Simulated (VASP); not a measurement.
Write the native input for VASP 6.6.1 that does the following.

| Quantity | Value |
| --- | --- |
| Task | single point |
| Functional | r2SCAN |
| Potentials or basis | VASP PAW PBE potentials, release 64 (Ru_pv) |
| Cutoff | 520 eV |
| k mesh | 24 × 24 × 12 |
| Occupations | gaussian, width 0.15 eV |
| Spin | no spin polarisation |
| Dipole correction | no |
| Further INCAR settings | ALGO = Normal; EDIFF = 1e-06; NBANDS = 21 |

The system is Ru.

```
Ru
1.0
     2.78697    0.00000    0.00000
    -1.39349    2.41359    0.00000
     0.00000    0.00000    4.15344
Ru
2
Direct
  0.33333 0.66667 0.25000
  0.66667 0.33333 0.75000
```

This cell differs from its parent crystal: strain +0.030 along x and y, -0.030 along z.

One way to write it, as run:

POSCAR

```
Ru
1.0
    2.7869733142      0.0000000000      0.0000000000
   -1.3934866571      2.4135896898      0.0000000000
    0.0000000000      0.0000000000      4.1534430000
Ru
2
Direct
    0.3333333333      0.6666666667      0.2500000000
    0.6666666667      0.3333333333      0.7500000000
```

INCAR.step1

```
SYSTEM = Ru
  PREC = Accurate
  ENCUT = 520
  ISMEAR = 0
  SIGMA = 0.15
  LREAL = .False.
  LASPH = .True.
  NELM = 100
  NBANDS = 21
  GGA = PE
  ALGO = Normal
  EDIFF = 1E-4
  LWAVE = .True.
  LCHARG = .False.
```

INCAR.step2

```
SYSTEM = Ru
  PREC = Accurate
  ENCUT = 520
  EDIFF = 1E-6
  ISMEAR = 0
  SIGMA = 0.15
  LREAL = .False.
  LASPH = .True.
  NELM = 100
  ALGO = Normal
  ISIF = 2
  LWAVE = .False.
  LCHARG = .False.
  METAGGA = R2SCAN
  LMIXTAU = .True.
  NBANDS = 21
  ISTART = 1
```

KPOINTS

```
Automatic mesh
0
Gamma
  24 24 12
  0 0 0
```

Potentials or basis: VASP PAW PBE potentials, release 64 (Ru_pv).

The run is started by

```sh
$ cat potpaw_PBE.64/Ru_pv/POTCAR > POTCAR
$ cp INCAR.step1 INCAR
$ mpirun -np 1 vasp_std > vasp.out
$ cp INCAR.step2 INCAR
$ mpirun -np 1 vasp_std > vasp.out
```

Results of the run:

| Quantity | Value |
| --- | --- |
| Pressure | -7.6 GPa |
| Band gap on the k mesh | zero (bands 14 and 15 overlap by 3.18 eV) |

Caveat: the cell differs from its parent crystal (strain +0.030 along x and y, -0.030 along z); the stress differs along the axes, from -15 to 7 GPa; the PAW data sets were made with another functional, which shifts forces and pressure a little.

Wall time 6 min on 1 thread of AMD EPYC 9R45 96-Core Processor (Zen 5), with other jobs on the host, peak memory 0.28 GiB.
